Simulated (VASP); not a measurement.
SnSe2:

```
Sn Se
1.0
     3.85724    0.00000    0.00000
    -1.92862    3.34047    0.00000
     0.00000    0.00000    6.20886
Sn Se
1 2
Direct
  0.00000 0.00000 0.00000
  0.33330 0.66670 0.24900
  0.66670 0.33330 0.75100
```

| Property | Result |
| --- | --- |
| Program | VASP 6.6.1 |
| Task | relaxation of cell and atoms |
| Functional | PBE |
| Potentials or basis | VASP PAW PBE potentials, release 64 (Sn_d, Se) |
| Cutoff | 600 eV |
| k mesh | 8 × 8 × 4 |
| Occupations | gaussian, width 0.0267 eV |
| Spin | no spin polarisation |

At the start: pressure 2.9 GPa; volume 26.67 Å³/atom.

Where does the relaxation end?

Over 18 steps the energy falls by 17.1 meV/atom and the volume is 30.35 Å³/atom (+13.8 %); space group P-3m1 (No. 164, to 0.1 Å) before and after.

The path:
| step | energy change (eV) | largest force (eV/Å) | pressure (GPa) | volume (Å³) |
| --- | --- | --- | --- | --- |
| 1 | 0.0000 | 0.4606 | 2.89 | 80.00 |
| 2 | -0.0182 | 0.3536 | -1.84 | 85.70 |
| 3 | -0.0359 | 0.0366 | -0.07 | 83.26 |
| 4 | -0.0376 | 0.0609 | -0.02 | 83.23 |
| 5 | -0.0387 | 0.1174 | 0.12 | 83.17 |
| 6 | -0.0388 | 0.1045 | 0.11 | 83.18 |
| 7 | -0.0403 | 0.0887 | 0.13 | 83.45 |
| 8 | -0.0438 | 0.0405 | 0.25 | 84.25 |
| 9 | -0.0474 | 0.0638 | 0.55 | 85.86 |
| 10 | -0.0484 | 0.0409 | 0.40 | 86.29 |
| 11 | -0.0498 | 0.0266 | -0.06 | 87.57 |
| 12 | -0.0499 | 0.0378 | -0.14 | 87.80 |
| 13 | -0.0500 | 0.0374 | -0.15 | 87.95 |
| 14 | -0.0504 | 0.0367 | -0.15 | 88.43 |
| 15 | -0.0510 | 0.0327 | -0.16 | 89.37 |
| 16 | -0.0513 | 0.0199 | -0.11 | 91.26 |
| 17 | -0.0510 | 0.0483 | 0.24 | 90.63 |
| 18 | -0.0513 | 0.0022 | 0.00 | 91.05 |

Final structure:
```xyz
3
Lattice="3.8733 -0.0003 0.0001 -1.9369 3.3542 -0.0001 0.0002 -0.0001 7.0088" Properties=species:S:1:pos:R:3 pbc="T T T"
Sn    0.0002   -0.0001    7.0088
Se   -0.0001    2.2360    1.5951
Se    1.9367    1.1179    5.4137
```
